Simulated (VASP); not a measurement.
Ti9O, 10 atoms in the cell. The cell holds a slab with vacuum, 10 atoms: a = 2.832 Å, b = 7.932 Å, c = 19.927 Å, α = 90.00°, β = 90.00°, γ = 90.00°. 

| Property | Result |
| --- | --- |
| Program | VASP 6.6.1 |
| Task | single point |
| Functional | PBE |
| Potentials or basis | VASP PAW PBE potentials, release 64 (Ti_sv, O) |
| Cutoff | 520 eV |
| k mesh | 9 × 4 × 1 |
| Occupations | gaussian, width 0.1 eV |
| Spin | no spin polarisation |
| Dipole correction | yes |
| Further INCAR settings | ALGO = Normal; EDIFF = 1e-06; NBANDS = 68 |

Potentials or basis: VASP PAW PBE potentials, release 64 (Ti_sv, O).

Command:

```sh
$ cat potpaw_PBE.64/Ti_sv/POTCAR potpaw_PBE.64/O/POTCAR > POTCAR
$ mpirun -np 1 vasp_std > vasp.out
```

Hardware: 1 thread of Intel(R) Xeon(R) 6975P-C (Granite Rapids), with other jobs on the host.

Problem. How long does it take, and how much memory?

Solution. It took 20 min on 1 thread of Intel(R) Xeon(R) 6975P-C (Granite Rapids) (shared host), peak memory 0.71 GiB. Counts: scf iterations 35, k points 19.
